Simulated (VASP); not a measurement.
Set up this calculation in VASP 6.6.1, as the native input.

```
Task                   : single point
Functional             : revPBE
Potentials or basis    : VASP PAW PBE potentials, release 64 (Ag, Cl)
Cutoff                 : 520 eV
k mesh                 : 6 × 6 × 6
Occupations            : gaussian, width 0.01 eV
Spin                   : no spin polarisation
Dipole correction      : no
Further INCAR settings : ALGO = Normal; EDIFF = 1e-06; NBANDS = 16
```

The structure of AgCl (Chlorargyrite) lies in POSCAR:

```
AgCl
1.0
    0.0000000000      2.7350000000      2.7350000000
    2.7350000000      0.0000000000      2.7350000000
    2.7350000000      2.7350000000      0.0000000000
Ag Cl
1 1
Direct
    0.0000000000      0.0000000000      0.0000000000
    0.5000000000      0.5000000000      0.5000000000
```

These files were run (other wordings do the same):

INCAR

```
SYSTEM = AgCl
PREC = Accurate ; ENCUT = 520
EDIFF = 1E-6 ; ISMEAR = 0
SIGMA = 0.01 ; LREAL = .FALSE.
LASPH = .TRUE. ; NELM = 60
ALGO = Normal ; ISIF = 2
LWAVE = .FALSE. ; LCHARG = .FALSE.
GGA = RE ; NBANDS = 16
```

KPOINTS

```
Automatic mesh
0
G
  6 6 6
  0 0 0
```

Potentials or basis: VASP PAW PBE potentials, release 64 (Ag, Cl).

Launch:

```bash
$ cat potpaw_PBE.64/Ag/POTCAR potpaw_PBE.64/Cl/POTCAR > POTCAR
$ mpirun -np 1 vasp_std > vasp.out
```

It gave:

```yaml
Pressure: 6.1 GPa
Band_gap_on_the_k_mesh: 1.03 eV, indirect (least direct gap 3.53 eV)
```

Caveat: the PAW data sets were made with another functional, which shifts forces and pressure a little.

Wall time 22 s on 1 thread of AMD EPYC 7R13, with other jobs on the host, peak memory 0.14 GiB.
